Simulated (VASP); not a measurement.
# CuO (C2/c) in VASP: further runs

Runs on CuO. Level: PBE. Tasks: single point.

Everything below comes from runs of VASP 6.6.1. Logs are shortened: lines on timing, memory, paths and dates and some standing lists are left out, and cuts for length are marked.

### 1 The cell of the first run

The structure is monoclinic, space group C2/c (No. 15). The conventional cell has a = 4.679 Å, b = 3.481 Å, c = 5.118 Å, α = 90.00°, β = 98.60°, γ = 90.00°. Cu (site symmetry -1) has 4 O at 1.91 to 1.99 Å within 2.5 Å. Cu (site symmetry -1) has 4 O at 1.91 to 1.99 Å within 2.5 Å. O (site symmetry 2) has 4 Cu at 1.91 to 1.99 Å and 2 O at 2.58 Å within 2.6 Å.

### 2 Single point, PBE, collinear spin

INCAR

```
PREC     = Accurate       # precision mode
ENCUT    = 520            # plane-wave cutoff, eV
EDIFF    = 1E-6           # SCF threshold, eV
ISMEAR   = -1             # smearing method
SIGMA    = 0.05           # smearing width, eV
LREAL    = F              # projectors in reciprocal space
LASPH    = T              # aspherical terms in the spheres
NELM     = 150            # most SCF steps
ALGO     = Normal         # electronic algorithm
ISIF     = 2              # what is computed and relaxed
LWAVE    = F              # write WAVECAR
LCHARG   = F              # write CHGCAR
ISPIN    = 2              # spin polarisation
MAGMOM   = 1.4 1.4 -1.4 -1.4 0 0 0 0 # initial moments
LORBIT   = 11             # projections on sites
LMAXMIX  = 4              # l up to which the mixer works
GGA      = PE             # functional
NBANDS   = 48             # bands
```

KPOINTS

```
regular mesh
0
Gamma
  4 7 4
```

POSCAR

```
CuO
1.0
    4.6791000000     -3.4805000000      0.0000000000
    2.3395500000      1.7402500000      0.0000000000
   -0.7652000000      0.0000000000      5.0607800000
Cu O
4 4
Direct
    0.0000000000      0.5000000000      0.0000000000
    0.5000000000      0.5000000000      0.0000000000
    0.2500000000      0.0000000000      0.5000000000
    0.7500000000      0.0000000000      0.5000000000
    0.2738500000      0.4523000000      0.2500000000
    0.7738500000      0.4523000000      0.2500000000
    0.2261500000      0.5477000000      0.7500000000
    0.7261500000      0.5477000000      0.7500000000
```

Potentials or basis: VASP PAW PBE potentials, release 64 (Cu, O).

Started as:

```console
cat potpaw_PBE.64/Cu/POTCAR potpaw_PBE.64/O/POTCAR > POTCAR
mpirun -np 1 vasp_std > vasp.out
```

OUTCAR:

```text
PREC = Accurate
   ENCUT = 520
   EDIFF = 1E-6
   ISMEAR = -1
   LREAL = F
   LASPH = T
   NELM = 150
   ISIF = 2
   ISPIN = 2
   LORBIT = 11
   GGA = PE

 ion  position               nearest neighbor table
   1  0.000  0.500  0.000-   5 1.91   8 1.91   7 1.99   6 1.99
   2  0.500  0.500  0.000-   6 1.91   7 1.91   5 1.99   8 1.99
   3  0.250  0.000  0.500-   7 1.91   5 1.91   7 1.99   5 1.99
   4  0.750  0.000  0.500-   8 1.91   6 1.91   8 1.99   6 1.99
   5  0.274  0.452  0.250-   3 1.91   1 1.91   2 1.99   3 1.99
   6  0.774  0.452  0.250-   4 1.91   2 1.91   1 1.99   4 1.99
   7  0.226  0.548  0.750-   3 1.91   2 1.91   1 1.99   3 1.99
   8  0.726  0.548  0.750-   4 1.91   1 1.91   2 1.99   4 1.99

  LATTYP: Found a triclinic cell.
 ALAT       =     5.5783996086
 B/A-ratio  =     2.1562182015
 C/A-ratio  =     0.5226970101
 COS(alpha) =     0.0008972560
 COS(beta)  =     0.4126348497
 COS(gamma) =     0.8080039080

  Lattice vectors:

 A1 = (  -1.5743500000,  -1.7402500000,  -5.0607800000)
 A2 = (   3.8699500000,  -5.2207500000, -10.1215600000)
 A3 = (  -2.3395500000,  -1.7402500000,   0.0000000000)

Analysis of symmetry for initial positions (statically):
=====================================================================
 Subroutine PRICEL returns following result:

  LATTYP: Found a base centered monoclinic cell.
 ALAT       =     4.6791000000
 B/A-ratio  =     0.7438396273
 C/A-ratio  =     1.0938648385
 COS(beta)  =    -0.1495026780
[... 12 lines left out ...]
 Subroutine GETGRP returns: Found  2 space group operations
 (whereof  2 operations were pure point group operations)
 out of a pool of  2 trial point group operations.

The static configuration has the point symmetry S_2 .

Analysis of symmetry for dynamics (positions and initial velocities):
=====================================================================
 Subroutine PRICEL returns following result:

  LATTYP: Found a base centered monoclinic cell.
 ALAT       =     4.6791000000
 B/A-ratio  =     0.7438396273
 C/A-ratio  =     1.0938648385
 COS(beta)  =    -0.1495026780
[... 12 lines left out ...]
 Subroutine GETGRP returns: Found  2 space group operations
 (whereof  2 operations were pure point group operations)
 out of a pool of  2 trial point group operations.

The dynamic configuration has the point symmetry S_2 .

Analysis of structural, dynamic, and magnetic symmetry:
=====================================================================
 Subroutine PRICEL returns following result:

  LATTYP: Found a base centered monoclinic cell.
 ALAT       =     4.6791000000
 B/A-ratio  =     0.7438396273
 C/A-ratio  =     1.0938648385
 COS(beta)  =    -0.1495026780
[... 12 lines left out ...]
 Subroutine GETGRP returns: Found  2 space group operations
 (whereof  2 operations were pure point group operations)
 out of a pool of  2 trial point group operations.

The overall configuration has the point symmetry S_2 .

 Subroutine INISYM returns: Found  2 space group operations
 (whereof  2 operations are pure point group operations),
 and found     2 'primitive' translations

----------------------------------------------------------------------------------------

                                     Primitive cell

  volume of cell :      41.2089

  direct lattice vectors                    reciprocal lattice vectors
     2.339550000 -1.740250000  0.000000000     0.213716313 -0.287315041  0.032314332
     2.339550000  1.740250000  0.000000000     0.213716313  0.287315041  0.032314332
    -0.765200000  0.000000000  5.060780000     0.000000000  0.000000000  0.197597999

  length of vectors
     2.915812797  2.915812797  5.118302966     0.359539721  0.359539721  0.197597999

  position of ions in fractional coordinates (direct lattice)
     0.000000000  0.500000000  0.000000000
     0.500000000  0.000000000  0.500000000
     0.547700000  0.452300000  0.250000000
     0.452300000  0.547700000  0.750000000

  ion indices of the primitive-cell ions
   primitive index   ion index
                 1           1
                 2           3
                 3           6
                 4           7

[... 55 lines left out ...]
   total plane-waves  NPLWV =  46080
   dimension x,y,z NGX =    48 NGY =   24 NGZ =   40
   dimension x,y,z NGXF=    96 NGYF=   48 NGZF=   80
   ions per type =               4   4
   NGX,Y,Z   is equivalent  to a cutoff of  13.68, 13.68, 12.99 a.u.
   NGXF,Y,Z  is equivalent  to a cutoff of  27.37, 27.37, 25.98 a.u.
 SYSTEM =  unknown system
   PREC   = accura    normal or accurate (medium, high low for compatibility)
   ISTART =      0    job   : 0-new  1-cont  2-samecut
   ICHARG =      2    charge: 1-file 2-atom 10-const
   ISPIN  =      2    spin polarized calculation?
   LNONCOLLINEAR =      F non collinear calculations
   LSORBIT =      F    spin-orbit coupling
   LASPH  =      T    aspherical Exc in radial PAW
   ENCUT  =  520.0 eV  38.22 Ry    6.18 a.u.  10.84  5.42  9.52*2*pi/ulx,y,z
   NELM   =    150;   NELMIN=  2; NELMDL= -5     # of ELM steps
   EDIFF  = 0.1E-05   stopping-criterion for ELM
   LREAL  =      F    real-space projection
   EDIFFG = 0.1E-04   stopping-criterion for IOM
   NSW    =      0    number of steps for IOM
   IBRION =     -1    ionic relax: 0-MD 1-quasi-New 2-CG
   NFREE  =      0    steps in history (QN), initial steepest desc. (CG)
   ISIF   =      2    stress and relaxation
   ISYM   =      2    0-nonsym 1-usesym 2-fastsym
   POTIM  = 0.5000    time-step for ionic-motion
   TEBEG  =    0.0;   TEEND  =   0.0 temperature during run
   PSTRESS=    0.0 pullay stress
   NELECT =      68.0000    total number of electrons
   NUPDOWN=      -1.0000    fix difference up-down
   EMIN   =  10.00;   EMAX   =-10.00  energy-range for DOS
   EFERMI =   0.00;   METHOD = LEGACY
   ISMEAR =    -1;   SIGMA  =   0.05  broadening in eV -4-tet -1-fermi 0-gaus
   EFERMI_NEDOS =   21; number of points for ismear=-14 and -15
   IALGO  =     38    algorithm
   IMIX   =      4    mixing-type and parameters
     AMIX     =   0.40;   BMIX     =  1.00
     AMIX_MAG =   1.60;   BMIX_MAG =  1.00
  volume/ion in A,a.u.               =      10.30        69.52
  Fermi-wavevector in a.u.,A,eV,Ry     =   1.535456  2.901591 32.077430  2.357625
  Thomas-Fermi vector in A             =   2.642242
   LORBIT       =     11    0 simple, 1 ext, 2 COOP (PROOUT), +10 PAW based schemes
   GGA     = PE    functional components
   LHFCALC =     F    Hartree Fock is set to
   AEXX    =    0.0000 exact exchange contribution
   IVDW    =     0    specifies the selected vdW correction
   LEPSILON=     F    determine dielectric tensor
   LRPA    =     F    only Hartree local field effects (RPA)
 spin polarized calculation
  energy-cutoff  :      520.00
  volume of cell :       82.42
 maximum number of plane-waves:      2248
 NGX is ok and might be reduce to    48
   NGX = 21   NGY = 11   NGZ = 19

 number of electron      68.0000030 magnetization      -0.0129622

 number of electron      68.0000029 magnetization       0.0000013

 Free energy of the ion-electron system (eV)
  ---------------------------------------------------
  ext. energy  EPLUGINS =         0.00000000
  ---------------------------------------------------
  free energy    TOTEN  =       -39.14662090 eV

  energy without entropy =      -39.11507995  energy(sigma->0) =      -39.13085043

 E-fermi :   5.6119     XC(G=0): -11.7930

 val. band max:        5.6092237387   @ k =   0.5000   0.1429   0.0000
 cond. band min:       5.6126811536   @ k =   0.2500   0.2857   0.0000
 fundamental gap:      0.0034574150
 Fermi energy:         5.6119269540

 spin component 1

 k-point     1 :       0.0000    0.0000    0.0000
  band No.  band energies     occupation
      1     -14.4070      1.00000
      2     -13.6773      1.00000
      3     -13.0296      1.00000
      4     -12.8155      1.00000
      5      -2.6626      1.00000
      6      -1.7116      1.00000
[... 1165 lines left out ...]
     45      17.6228      0.00000
     46      18.6459      0.00000

 [... further k-points ...]

 spin component 2

 k-point     1 :       0.0000    0.0000    0.0000
  band No.  band energies     occupation
      1     -14.4070      1.00000
      2     -13.6773      1.00000
      3     -13.0296      1.00000
      4     -12.8155      1.00000
      5      -2.6626      1.00000
      6      -1.7116      1.00000
[... 1165 lines left out ...]
     45      17.6228      0.00000
     46      18.6459      0.00000

 [... further k-points ...]

 [bands above 46 left out]

------------------------ aborting loop because EDIFF is reached ----------------------------------------

  FORCE on cell =-STRESS in cart. coord.  units (eV):
  Direction    XX          YY          ZZ          XY          YZ          ZX
  --------------------------------------------------------------------------------------
  -------------------------------------------------------------------------------------
  Total        2.6906578      4.4179513      4.5660709      0.0087380      0.0027271      1.3125857
  in kB       52.3055326     85.8835688     88.7629665      0.1698645      0.0530133     25.5162494
  external PRESSURE =      75.6506893 kB  Pullay stress =       0.0000000 kB

 VOLUME and BASIS-vectors are now :
 -----------------------------------------------------------------------------
  energy-cutoff  :      520.00
  volume of cell :       82.42
      direct lattice vectors                 reciprocal lattice vectors
     4.679100000 -3.480500000  0.000000000     0.106858156 -0.143657520  0.016157166
     2.339550000  1.740250000  0.000000000     0.213716313  0.287315041  0.032314332
    -0.765200000  0.000000000  5.060780000     0.000000000  0.000000000  0.197597999

 POSITION                                       TOTAL-FORCE (eV/Angst)
 -----------------------------------------------------------------------------------
      1.16978      0.87013      0.00000         0.000000      0.000000      0.000000
      3.50933     -0.87013      0.00000         0.000000      0.000000     -0.000000
      0.78717     -0.87013      2.53039         0.000000     -0.000000      0.000000
      3.12672     -2.61038      2.53039         0.000000     -0.000000      0.000000
      2.14825     -0.16602      1.26520         0.001756     -0.222172     -0.003020
      4.48780     -1.90627      1.26520         0.001756     -0.222172     -0.003020
      1.76565      0.16602      3.79558        -0.001756      0.222172      0.003020
      4.10520     -1.57423      3.79558        -0.001756      0.222172      0.003020
 -----------------------------------------------------------------------------------
    total drift:                               -0.000000     -0.000000      0.000000

  FREE ENERGIE OF THE ION-ELECTRON SYSTEM (eV)
  ---------------------------------------------------
  free  energy   TOTEN  =       -39.1466209036 eV

  energy  without entropy=      -39.1150799536  energy(sigma->0) =      -39.13085043

 total charge

# of ion       s       p       d       tot
------------------------------------------
    1        0.392   0.399   9.139   9.930
    2        0.392   0.399   9.139   9.930
    3        0.391   0.399   9.139   9.930
    4        0.391   0.399   9.139   9.930
    5        1.578   3.390   0.000   4.967
    6        1.578   3.390   0.000   4.967
    7        1.578   3.390   0.000   4.967
    8        1.578   3.390   0.000   4.967
--------------------------------------------------
tot          7.877  15.154  36.556  59.587

 magnetization (x)

# of ion       s       p       d       tot
------------------------------------------
    1       -0.000  -0.000  -0.000  -0.000
    2       -0.000  -0.000  -0.000  -0.000
    3       -0.000   0.000   0.000   0.000
    4       -0.000   0.000   0.000   0.000
    5        0.000  -0.000   0.000   0.000
    6        0.000  -0.000   0.000   0.000
    7        0.000  -0.000   0.000   0.000
    8        0.000  -0.000   0.000   0.000
--------------------------------------------------
tot         -0.000  -0.000  -0.000  -0.000
```

It took 8.8 min on 1 thread of Intel Xeon Platinum 8124M at 3.00GHz (Skylake/Cascade Lake), shared host; peak memory 0.45 GiB.

What came out:

- Free energy: -39.1466 eV
- Pressure: 7.6 GPa
- Largest force: 0.222 eV/Å
- Band gap on the k mesh: zero (filled and empty bands overlap)
- Net moment: 0.00 μB per cell
- Valence electrons inside the program's atomic spheres: Cu 9.93; O 4.97

Forces in eV/Å, atoms in the order of the input:
```
Cu   0.000  0.000  0.000
Cu   0.000  0.000  0.000
Cu   0.000  0.000  0.000
Cu   0.000  0.000  0.000
O    0.002 -0.222 -0.003
O    0.002 -0.222 -0.003
O   -0.002  0.222  0.003
O   -0.002  0.222  0.003
```

Stress tensor (GPa, compression positive):
```
5.23 0.02 2.55
0.02 8.59 0.01
2.55 0.01 8.88
```

Caveat: the cell stands under pressure; semilocal functionals often make such compounds metallic where correlation or magnetic order opens a gap, which also shifts bond lengths. With open d or f shells a metallic result of PBE can be an artefact of self-interaction; +U or a hybrid may open a gap.

(Continued in part 2 of 2.)
